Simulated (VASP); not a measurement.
The system is WS2.

```
W S
1.0
     3.16994    0.00000    0.00000
    -1.58497    2.74525    0.00000
     0.00000    0.00000   12.49112
W S
2 4
Direct
  0.33333 0.66667 0.25000
  0.66667 0.33333 0.75000
  0.33333 0.66667 0.62489
  0.66667 0.33333 0.12489
  0.33333 0.66667 0.87511
  0.66667 0.33333 0.37511
```

Base run:

```yaml
Program: VASP 6.6.1
Functional: r2SCAN
Potentials_or_basis: VASP PAW PBE potentials, release 64 (W_sv, S)
Cutoff: 520 eV
k_mesh: 12 × 12 × 2
Occupations: gaussian, width 0.01 eV
Spin: no spin polarisation
```

Its results: band gap on the k mesh 1.17 eV (least direct gap 1.90 eV); pressure 1.4 GPa; largest force 0.030 eV/Å.

Problem. The run is repeated on the same cell with these changes: functional from r2SCAN to PBE. What comes out?

Solution. Band gap on the k mesh 1.06 eV (least direct gap 1.78 eV); pressure 3.2 GPa; largest force 0.198 eV/Å.

Caveats: spin-orbit coupling is left out, which moves the levels of the heavy elements; the PAW data sets were made with another functional, which shifts forces and pressure a little (at least some runs); the cell stands under pressure (at least some runs); this functional lacks dispersion, which binds the layers, so the pressure and a relaxed spacing across them are unreliable (at least some runs).

A k mesh can miss the band edges.
